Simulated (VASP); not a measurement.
Wanted: the native input for a VASP 6.6.1 run.

* Task: single point
* Functional: LDA
* Potentials or basis: VASP PAW LDA potentials, release 64 (Pt, Se)
* Cutoff: 520 eV
* k mesh: 8 × 8 × 5
* Occupations: fermi-dirac, width 0.05 eV
* Spin: no spin polarisation
* Dipole correction: no
* Further INCAR settings: ALGO = Normal; EDIFF = 1e-07; NBANDS = 18

The structure of PtSe2 (Sudovikovite) lies in POSCAR:

```
PtSe2
1.0
    3.7730056198      0.0000000000      0.0000000000
   -1.8865028099      3.2675187154      0.0000000000
    0.0000000000      0.0000000000      5.1286129021
Pt Se
1 2
Direct
    0.0000000000      0.0000000000      0.0000000000
    0.6666666667      0.3333333333      0.7500000000
    0.3333333333      0.6666666667      0.2500000000
```

This cell differs from its parent crystal: volume scaled by 1.04.

The input as run:

INCAR

```
SYSTEM = PtSe2
PREC = Accurate ; ENCUT = 520
EDIFF = 1E-7 ; ISMEAR = -1
SIGMA = 0.05 ; LREAL = .FALSE.
LASPH = .TRUE. ; NELM = 80
ALGO = Normal ; ISIF = 2
LWAVE = .FALSE. ; LCHARG = .FALSE.
NBANDS = 18
```

KPOINTS

```
Automatic mesh
0
G
  8 8 5
  0 0 0
```

Potentials or basis: VASP PAW LDA potentials, release 64 (Pt, Se).

Run with:

```console
$ cat potpaw_LDA.64/Pt/POTCAR potpaw_LDA.64/Se/POTCAR > POTCAR
$ mpirun -np 1 vasp_std > vasp.out
```

Results of the run:

* Pressure: -4.9 GPa
* Largest force: 0.214 eV/Å
* Band gap on the k mesh: zero (band 11 reaches 6.36 eV, above the bottom of band 12 at 6.02 eV)

Caveat: spin-orbit coupling is left out, which moves the levels of the heavy elements.

Run time: 33 s on 1 thread of Intel(R) Xeon(R) Platinum 8259CL CPU @ 2.50GHz (Skylake/Cascade Lake) (shared host), peak memory 0.18 GiB.
